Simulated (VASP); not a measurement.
# Be3CdSe4 in VASP: settings compared

Aim: see how the results for Be3CdSe4 move with the level of theory and the settings. Levels: PBEsol, r2SCAN+rVV10. Tasks: single point, relaxation of cell and atoms.

Everything below comes from runs of VASP 6.6.1. Logs are shortened: lines on timing, memory, paths and dates and some standing lists are left out, and cuts for length are marked.

## 1. The cell of the first run

The typed cell holds 8 atoms: a = 5.338 Å, b = 5.338 Å, c = 5.338 Å, α = 90.00°, β = 90.00°, γ = 90.00°.

## 2. Single point, PBEsol

INCAR reads:

```
SYSTEM = Be3CdSe4
ALGO = Normal ; EDIFF = 1E-6
ENCUT = 600 ; GGA = PS
GGA_COMPAT = .FALSE. ; ISIF = 2
ISMEAR = -1 ; LASPH = .TRUE.
LCHARG = .FALSE. ; LREAL = .FALSE.
LWAVE = .FALSE. ; NBANDS = 31
NELM = 120 ; PREC = Accurate
SIGMA = 0.05
```

KPOINTS reads:

```
k-points
0
G
  4 4 4
  0 0 0
```

POSCAR reads:

```
Be3CdSe4
1.0
    5.3377557466      0.0000256952      0.0000097404
    0.0000262687      5.3377795624     -0.0000698623
    0.0000097741     -0.0000706204      5.3378258157
Be Cd Se
3 1 4
Direct
   -0.0017476383     -0.0215594971      0.5044022526
   -0.0017570378      0.4784381779      0.0043911361
    0.4982305900     -0.0215695468      0.0043984027
   -0.0017778929     -0.0215589592      0.0044090953
    0.2706697438      0.2508495818      0.2768086771
    0.2706623343      0.7060291465      0.7319835810
    0.7258326827      0.2508542269      0.7319754467
    0.7258296300      0.7060113935      0.2768187033
```

Potentials or basis: VASP PAW PBE potentials, release 64 (Be, Cd, Se).

On the command line:

```sh
cat potpaw_PBE.64/Be/POTCAR potpaw_PBE.64/Cd/POTCAR potpaw_PBE.64/Se/POTCAR > POTCAR
mpirun -np 1 vasp_std > vasp.out
```

OUTCAR:

```text
SYSTEM = Be3CdSe4
   EDIFF = 1E-6
   ENCUT = 600
   GGA = PS
   ISIF = 2
   ISMEAR = -1
   LASPH = .TRUE.
   LREAL = .FALSE.
   NELM = 120
   PREC = Accurate

 ion  position               nearest neighbor table
   1  0.998  0.978  0.504-   7 2.39   6 2.39   5 2.39   8 2.39   4 2.67   4 2.67
   2  0.998  0.478  0.004-   8 2.39   7 2.39   6 2.39   5 2.39   4 2.67   4 2.67
   3  0.498  0.978  0.004-   6 2.39   5 2.39   8 2.39   7 2.39   4 2.67   4 2.67
   4  0.998  0.978  0.004-   8 2.52   7 2.52   5 2.52   6 2.52   3 2.67   2 2.67   1 2.67   2 2.67
                             3 2.67   1 2.67
   5  0.271  0.251  0.277-   3 2.39   1 2.39   2 2.39   4 2.52
   6  0.271  0.706  0.732-   3 2.39   1 2.39   2 2.39   4 2.52
   7  0.726  0.251  0.732-   1 2.39   2 2.39   3 2.39   4 2.52
   8  0.726  0.706  0.277-   2 2.39   1 2.39   3 2.39   4 2.52

  LATTYP: Found a base centered orthorhombic cell.
 ALAT       =     7.5486936200
 B/A-ratio  =     1.0000263188
 C/A-ratio  =     0.7071098677

  Lattice vectors:

 A1 = (   0.0000262687,   5.3377795624,  -0.0000698623)
 A2 = (   0.0000097741,  -0.0000706204,   5.3378258157)
 A3 = (   5.3377557466,   0.0000256952,   0.0000097404)

Analysis of symmetry for initial positions (statically):
=====================================================================
 Subroutine PRICEL returns:
 Original cell was already a primitive cell.

 Routine SETGRP: Setting up the symmetry group for a
 base centered orthorhombic supercell.

 Subroutine GETGRP returns: Found  1 space group operations
 (whereof  1 operations were pure point group operations)
 out of a pool of  8 trial point group operations.

The static configuration has the point symmetry C_1 .

Analysis of symmetry for dynamics (positions and initial velocities):
=====================================================================
 Subroutine PRICEL returns:
 Original cell was already a primitive cell.

 Routine SETGRP: Setting up the symmetry group for a
 base centered orthorhombic supercell.

 Subroutine GETGRP returns: Found  1 space group operations
 (whereof  1 operations were pure point group operations)
 out of a pool of  8 trial point group operations.

The dynamic configuration has the point symmetry C_1 .

 Subroutine INISYM returns: Found  1 space group operations
 (whereof  1 operations are pure point group operations),
 and found     1 'primitive' translations

----------------------------------------------------------------------------------------

                                     Primitive cell

  volume of cell :     152.0841

  direct lattice vectors                    reciprocal lattice vectors
     5.337755747  0.000025695  0.000009740     0.187344653 -0.000000922 -0.000000343
     0.000026269  5.337779562 -0.000069862    -0.000000902  0.187343818  0.000002479
     0.000009774 -0.000070620  5.337825816    -0.000000342  0.000002452  0.187342194

  length of vectors
     5.337755747  5.337779563  5.337825816     0.187344653  0.187343818  0.187342194

  position of ions in fractional coordinates (direct lattice)
     0.998252362  0.978440503  0.504402253
     0.998242962  0.478438178  0.004391136
     0.498230590  0.978430453  0.004398403
     0.998222107  0.978441041  0.004409095
     0.270669744  0.250849582  0.276808677
     0.270662334  0.706029147  0.731983581
     0.725832683  0.250854227  0.731975447
     0.725829630  0.706011393  0.276818703

  ion indices of the primitive-cell ions
   primitive index   ion index
                 1           1
                 2           2
                 3           3
                 4           4
                 5           5
                 6           6
                 7           7
                 8           8

----------------------------------------------------------------------------------------

 KPOINTS: k-points

Automatic generation of k-mesh.
 Grid dimensions read from file:
 generate k-points for:    4    4    4

 Generating k-lattice:

  Cartesian coordinates                     Fractional coordinates (reciprocal lattice)
     0.046836163 -0.000000230 -0.000000086     0.250000000 -0.000000000  0.000000000
    -0.000000225  0.046835954  0.000000620     0.000000000  0.250000000  0.000000000
    -0.000000085  0.000000613  0.046835549    -0.000000000 -0.000000000  0.250000000

  Length of vectors
     0.046836163  0.046835954  0.046835549

  Shift w.r.t. Gamma in fractional coordinates (k-lattice)
     0.000000000  0.000000000  0.000000000

 Subroutine IBZKPT returns following result:
 ===========================================

 Found     36 irreducible k-points:

 Following reciprocal coordinates:
            Coordinates               Weight
  0.000000  0.000000  0.000000      1.000000
  0.250000 -0.000000  0.000000      2.000000
  0.500000 -0.000000  0.000000      1.000000
 -0.000000  0.250000  0.000000      2.000000
  0.250000  0.250000  0.000000      2.000000
  0.250000 -0.250000 -0.000000      2.000000
[... 16 lines left out ...]
 -0.000000 -0.250000  0.250000      2.000000
  0.250000 -0.250000  0.250000      2.000000
 [... further k-points ...]
   k-points           NKPTS =     36   k-points in BZ     NKDIM =     36   number of bands    NBANDS=     31
   number of dos      NEDOS =    301   number of ions     NIONS =      8
   total plane-waves  NPLWV = 110592
   dimension x,y,z NGX =    48 NGY =   48 NGZ =   48
   dimension x,y,z NGXF=    96 NGYF=   96 NGZF=   96
   ions per type =               3   1   4
   NGX,Y,Z   is equivalent  to a cutoff of  14.95, 14.95, 14.95 a.u.
   NGXF,Y,Z  is equivalent  to a cutoff of  29.90, 29.90, 29.90 a.u.
 SYSTEM =  Be3CdSe4
   PREC   = accura    normal or accurate (medium, high low for compatibility)
   ISTART =      0    job   : 0-new  1-cont  2-samecut
   ICHARG =      2    charge: 1-file 2-atom 10-const
   ISPIN  =      1    spin polarized calculation?
   LNONCOLLINEAR =      F non collinear calculations
   LSORBIT =      F    spin-orbit coupling
   LASPH  =      T    aspherical Exc in radial PAW
   ENCUT  =  600.0 eV  44.10 Ry    6.64 a.u.  10.66 10.66 10.66*2*pi/ulx,y,z
   NELM   =    120;   NELMIN=  2; NELMDL= -5     # of ELM steps
   EDIFF  = 0.1E-05   stopping-criterion for ELM
   LREAL  =      F    real-space projection
[... 8 lines left out ...]
   PSTRESS=    0.0 pullay stress
   NELECT =      42.0000    total number of electrons
   NUPDOWN=      -1.0000    fix difference up-down
   EMIN   =  10.00;   EMAX   =-10.00  energy-range for DOS
   EFERMI =   0.00;   METHOD = LEGACY
   ISMEAR =    -1;   SIGMA  =   0.05  broadening in eV -4-tet -1-fermi 0-gaus
   EFERMI_NEDOS =   21; number of points for ismear=-14 and -15
   IALGO  =     38    algorithm
   IMIX   =      4    mixing-type and parameters
     AMIX     =   0.40;   BMIX     =  1.00
     AMIX_MAG =   1.60;   BMIX_MAG =  1.00
  volume/ion in A,a.u.               =      19.01       128.29
  Fermi-wavevector in a.u.,A,eV,Ry     =   1.066097  2.014631 15.463873  1.136563
  Thomas-Fermi vector in A             =   2.201670
   LORBIT       =      0    0 simple, 1 ext, 2 COOP (PROOUT), +10 PAW based schemes
   GGA     = PS    functional components
   LHFCALC =     F    Hartree Fock is set to
   AEXX    =    0.0000 exact exchange contribution
   IVDW    =     0    specifies the selected vdW correction
   LEPSILON=     F    determine dielectric tensor
   LRPA    =     F    only Hartree local field effects (RPA)
 non-spin polarized calculation
  energy-cutoff  :      600.00
  volume of cell :      152.08
 maximum number of plane-waves:      5112
 NGX is ok and might be reduce to    48
   NGX = 21   NGY = 21   NGZ = 21

 number of electron      42.0000000 magnetization

 Free energy of the ion-electron system (eV)
  ---------------------------------------------------
  ext. energy  EPLUGINS =         0.00000000
  ---------------------------------------------------
  free energy    TOTEN  =       -31.95706220 eV

  energy without entropy =      -31.95706220  energy(sigma->0) =      -31.95706220

 E-fermi :   3.9748     XC(G=0):  -9.6967

 val. band max:        2.8943883992   @ k =   0.0000   0.0000   0.0000
 cond. band min:       5.2885673926   @ k =   0.0000   0.0000   0.0000
 fundamental gap:      2.3941789934
 Fermi energy:         3.9748454631

 k-point     1 :       0.0000    0.0000    0.0000
  band No.  band energies     occupation
      1     -10.7373      2.00000
      2      -9.3079      2.00000
      3      -9.3079      2.00000
      4      -9.3079      2.00000
      5      -5.9048      2.00000
      6      -5.9047      2.00000
[... 23 lines left out ...]
     30       7.6025      0.00000
     31       7.6029      0.00000

 k-point     2 :       0.2500   -0.0000    0.0000
  band No.  band energies     occupation
      1     -10.5613      2.00000
      2      -9.5583      2.00000
      3      -9.3056      2.00000
      4      -9.3055      2.00000
      5      -5.8962      2.00000
      6      -5.8729      2.00000
[... 23 lines left out ...]
     30       8.3201      0.00000
     31       8.3206      0.00000

 k-point     3 :       0.5000   -0.0000    0.0000
  band No.  band energies     occupation
      1     -10.1045      2.00000
      2     -10.0876      2.00000
      3      -9.3032      2.00000
      4      -9.3032      2.00000
      5      -5.8877      2.00000
      6      -5.8278      2.00000
[... 23 lines left out ...]
     30       9.3069      0.00000
     31       9.3525      0.00000

 k-point     4 :      -0.0000    0.2500    0.0000
  band No.  band energies     occupation
      1     -10.5613      2.00000
      2      -9.5583      2.00000
      3      -9.3056      2.00000
      4      -9.3055      2.00000
      5      -5.8962      2.00000
      6      -5.8729      2.00000
[... 23 lines left out ...]
     30       8.3203      0.00000
     31       8.3204      0.00000

 k-point     5 :       0.2500    0.2500    0.0000
  band No.  band energies     occupation
      1     -10.4004      2.00000
      2      -9.5235      2.00000
      3      -9.5077      2.00000
      4      -9.3360      2.00000
      5      -5.8775      2.00000
      6      -5.8581      2.00000
[... 23 lines left out ...]
     30       8.5579      0.00000
     31       8.9917      0.00000
[... 542 lines left out ...]
     30       8.9785      0.00000
     31       9.0799      0.00000

 k-point    22 :       0.5000    0.5000    0.2500
  band No.  band energies     occupation
      1      -9.7196      2.00000
      2      -9.6767      2.00000
      3      -9.6766      2.00000
      4      -9.6654      2.00000
      5      -5.8312      2.00000
      6      -5.8044      2.00000
[... 23 lines left out ...]
     30       8.7817      0.00000
     31       8.8683      0.00000

 k-point    23 :      -0.0000   -0.2500    0.2500
  band No.  band energies     occupation
      1     -10.4004      2.00000
      2      -9.5235      2.00000
      3      -9.5077      2.00000
      4      -9.3360      2.00000
      5      -5.8775      2.00000
      6      -5.8581      2.00000
[... 23 lines left out ...]
     30       8.5575      0.00000
     31       8.9914      0.00000

 k-point    24 :       0.2500   -0.2500    0.2500
  band No.  band energies     occupation
      1     -10.2572      2.00000
      2      -9.5100      2.00000
      3      -9.5010      2.00000
      4      -9.5010      2.00000
      5      -5.8534      2.00000
      6      -5.8534      2.00000
[... 23 lines left out ...]
     30       8.8210      0.00000
     31       9.5922      0.00000

 [... further k-points ...]

------------------------ aborting loop because EDIFF is reached ----------------------------------------

  FORCE on cell =-STRESS in cart. coord.  units (eV):
  Direction    XX          YY          ZZ          XY          YZ          ZX
  --------------------------------------------------------------------------------------
  -------------------------------------------------------------------------------------
  Total        0.3622340      0.3620689      0.3616581     -0.0000839      0.0002900      0.0001244
  in kB        3.8160677      3.8143284      3.8100004     -0.0008842      0.0030548      0.0013102
  external PRESSURE =       3.8134655 kB  Pullay stress =       0.0000000 kB

 VOLUME and BASIS-vectors are now :
 -----------------------------------------------------------------------------
  energy-cutoff  :      600.00
  volume of cell :      152.08
      direct lattice vectors                 reciprocal lattice vectors
     5.337755747  0.000025695  0.000009740     0.187344653 -0.000000922 -0.000000343
     0.000026269  5.337779562 -0.000069862    -0.000000902  0.187343818  0.000002479
     0.000009774 -0.000070620  5.337825816    -0.000000342  0.000002452  0.187342194

 POSITION                                       TOTAL-FORCE (eV/Angst)
 -----------------------------------------------------------------------------------
      5.32846      5.22269      2.69235        -0.000047     -0.000063      0.000008
      5.32839      2.55382      0.02342         0.000085      0.000004      0.000098
      2.65946      5.22266      0.02341         0.000164      0.000047      0.000014
      5.32829      5.22273      0.02348         0.000327     -0.000061     -0.000247
      1.44478      1.33897      1.47754         0.046490      0.046708      0.046621
      1.44476      3.76858      3.90715         0.046471     -0.046707     -0.046473
      3.87433      1.33897      3.90715        -0.046801      0.046661     -0.046581
      3.87432      3.76853      1.47757        -0.046689     -0.046590      0.046561
 -----------------------------------------------------------------------------------
    total drift:                                0.000160      0.000090     -0.000161

  FREE ENERGIE OF THE ION-ELECTRON SYSTEM (eV)
  ---------------------------------------------------
  free  energy   TOTEN  =       -31.9570622008 eV

  energy  without entropy=      -31.9570622007  energy(sigma->0) =      -31.95706220
```

Run time: 8.3 min. Hardware: 1 thread of Intel Xeon 8259CL, shared host; peak memory 0.42 GiB.

What came out:

- Free energy: -31.9571 eV
- Pressure: 0.4 GPa
- Largest force: 0.081 eV/Å
- Band gap on the k mesh: 2.39 eV

Forces on the atoms (eV/Å):
```
Be   0.000  0.000  0.000
Be   0.000  0.000  0.000
Be   0.000  0.000  0.000
Cd   0.000  0.000  0.000
Se   0.046  0.047  0.047
Se   0.046 -0.047 -0.046
Se  -0.047  0.047 -0.047
Se  -0.047 -0.047  0.047
```

Levels at points of the mesh, in eV from the valence-band top:
| k point | band 19 | band 20 | band 21 | band 22 | band 23 | band 24 |
| --- | --- | --- | --- | --- | --- | --- |
| (0.00, 0.00, 0.00) | 0.00 | 0.00 | 0.00 | 2.39 | 2.56 | 2.56 |
| (0.50, 0.00, 0.00) | -1.75 | -1.09 | -1.09 | 3.44 | 3.70 | 4.24 |
| (0.00, 0.50, 0.00) | -1.75 | -1.09 | -1.09 | 3.44 | 3.70 | 4.24 |
| (0.50, 0.50, 0.00) | -0.81 | -0.81 | -0.58 | 3.68 | 4.36 | 4.36 |
| (0.00, 0.00, 0.50) | -1.75 | -1.09 | -1.09 | 3.44 | 3.70 | 4.24 |
| (0.50, 0.00, 0.50) | -0.81 | -0.81 | -0.58 | 3.68 | 4.36 | 4.36 |
| (0.00, 0.50, 0.50) | -0.81 | -0.81 | -0.58 | 3.68 | 4.36 | 4.36 |
| (0.50, 0.50, 0.50) | -0.58 | -0.58 | -0.58 | 2.69 | 3.34 | 3.34 |

Caveat: the PAW data sets were made with another functional, which shifts forces and pressure a little. A k mesh can miss the band edges.

## 3. Relaxation of cell and atoms, r2SCAN+rVV10

POSCAR reads:

```
Be3CdSe4
1.0
    5.3378950226      0.0000000000      0.0000000000
    0.0000000000      5.3378950226      0.0000000000
    0.0000000000      0.0000000000      5.3378950226
Be Cd Se
3 1 4
Direct
    0.0000000000      0.0000000000      0.5000000000
    0.0000000000      0.5000000000      0.0000000000
    0.5000000000      0.0000000000      0.0000000000
    0.0000000000      0.0000000000      0.0000000000
    0.2724086123      0.2724086123      0.2724086123
    0.2724086123      0.7275913877      0.7275913877
    0.7275913877      0.2724086123      0.7275913877
    0.7275913877      0.7275913877      0.2724086123
```

INCAR.step1 reads:

```
SYSTEM = Be3CdSe4
PREC     = Accurate       ! precision mode
ENCUT    = 660            ! plane-wave cutoff, eV
ISMEAR   = -1             ! smearing method
SIGMA    = 0.03           ! smearing width, eV
LREAL    = .False.        ! projectors in reciprocal space
LASPH    = .True.         ! aspherical terms in the spheres
NELM     = 120            ! most SCF steps
GGA      = PE             ! functional
ALGO     = Normal         ! electronic algorithm
EDIFF    = 1E-5           ! SCF threshold, eV
LWAVE    = .True.         ! write WAVECAR
LCHARG   = .False.        ! write CHGCAR
GGA_COMPAT= .False.      
IBRION   = 2              ! ionic algorithm
ISIF     = 3              ! what is computed and relaxed
EDIFFG   = -0.005         ! ionic threshold
NELMIN   = 4            
NSW      = 100            ! ionic steps
```

INCAR.step2 reads:

```
SYSTEM = Be3CdSe4
PREC     = Accurate       ! precision mode
ENCUT    = 660            ! plane-wave cutoff, eV
EDIFF    = 1E-7           ! SCF threshold, eV
ISMEAR   = -1             ! smearing method
SIGMA    = 0.03           ! smearing width, eV
LREAL    = .False.        ! projectors in reciprocal space
LASPH    = .True.         ! aspherical terms in the spheres
NELM     = 120            ! most SCF steps
ALGO     = Normal         ! electronic algorithm
ISIF     = 3              ! what is computed and relaxed
LWAVE    = .False.        ! write WAVECAR
LCHARG   = .False.        ! write CHGCAR
METAGGA  = R2SCAN         ! meta-GGA
LMIXTAU  = .True.       
LUSE_VDW = .True.       
IVDW_NL  = 2            
BPARAM   = 11.95        
CPARAM   = 0.0093       
IBRION   = 2              ! ionic algorithm
NSW      = 100            ! ionic steps
EDIFFG   = -0.01          ! ionic threshold
ISTART   = 1            
GGA_COMPAT= .False.      
NELMIN   = 4
```

KPOINTS reads:

```
regular mesh
0
Gamma
  4 4 4
  0 0 0
```

Potentials or basis: VASP PAW PBE potentials, release 64 (Be, Cd, Se).

On the command line:

```sh
cat potpaw_PBE.64/Be/POTCAR potpaw_PBE.64/Cd/POTCAR potpaw_PBE.64/Se/POTCAR > POTCAR
cp INCAR.step1 INCAR
mpirun -np 1 vasp_std > vasp.out
cp INCAR.step2 INCAR
mpirun -np 1 vasp_std > vasp.out
```

Run time: 56 min. Hardware: 1 thread of Intel Xeon 8259CL, shared host; peak memory 0.76 GiB.

Results (log left out):

```yaml
Free_energy: -93.5144 eV
Relaxed_volume: 19.58 Å³/atom
Relaxed_cell: a = 5.390 Å, b = 5.390 Å, c = 5.390 Å, α = 90.00°, β = 90.00°, γ = 90.00°
Space_group_after_relaxing_to_0.1_Å: P-43m (No. 215)
Energy_gained_by_relaxing: 2.8 meV/atom
Ionic_steps: 5
Pressure_after_relaxing: 0.0 GPa
Largest_force_after_relaxing: 0.003 eV/Å
Band_gap_on_the_k_mesh: 3.01 eV
```

Forces in eV/Å, atoms in the order of the input:
```
Be   0.000  0.000  0.000
Be   0.000  0.000  0.000
Be   0.000  0.000  0.000
Cd   0.000  0.000  0.000
Se   0.002  0.002  0.002
Se   0.002 -0.002 -0.002
Se  -0.002  0.002 -0.002
Se  -0.002 -0.002  0.002
```

The path:
```csv
step,energy change (eV),largest force (eV/Å),pressure (GPa),volume (Å³)
1,0.0000,0.0409,1.53,152.09
2,-0.0143,0.2549,-0.43,156.12
3,-0.0152,0.2142,-0.06,155.32
4,-0.0213,0.0893,-0.01,156.06
5,-0.0227,0.0032,0.03,156.61
```

Final structure:
```
Be Cd Se
1.0
     5.39021    0.00000    0.00000
     0.00000    5.39021    0.00000
     0.00000    0.00000    5.39021
Be Cd Se
3 1 4
Direct
  0.00000 0.00000 0.50000
  0.00000 0.50000 0.00000
  0.50000 0.00000 0.00000
  0.00000 0.00000 0.00000
  0.27030 0.27030 0.27030
  0.27030 0.72970 0.72970
  0.72970 0.27030 0.72970
  0.72970 0.72970 0.27030
```

Levels at points of the mesh, in eV from the valence-band top:
| k point | band 17 | band 18 | band 19 | band 20 | band 21 | band 22 | band 23 | band 24 | band 25 | band 26 |
| --- | --- | --- | --- | --- | --- | --- | --- | --- | --- | --- |
| (0.00, 0.00, 0.00) | -2.50 | -2.50 | 0.00 | 0.00 | 0.00 | 3.01 | 3.05 | 3.05 | 3.05 | 3.74 |
| (0.50, 0.00, 0.00) | -2.20 | -1.79 | -1.79 | -1.06 | -1.06 | 3.99 | 4.19 | 4.77 | 5.33 | 5.45 |
| (0.50, 0.50, 0.00) | -2.46 | -1.30 | -0.81 | -0.81 | -0.68 | 4.27 | 4.87 | 4.87 | 5.12 | 5.99 |
| (0.50, 0.50, 0.50) | -0.75 | -0.75 | -0.59 | -0.59 | -0.59 | 3.35 | 3.79 | 3.79 | 3.79 | 5.70 |

Caveat: the PAW data sets were made with another functional, which shifts forces and pressure a little. A k mesh can miss the band edges.
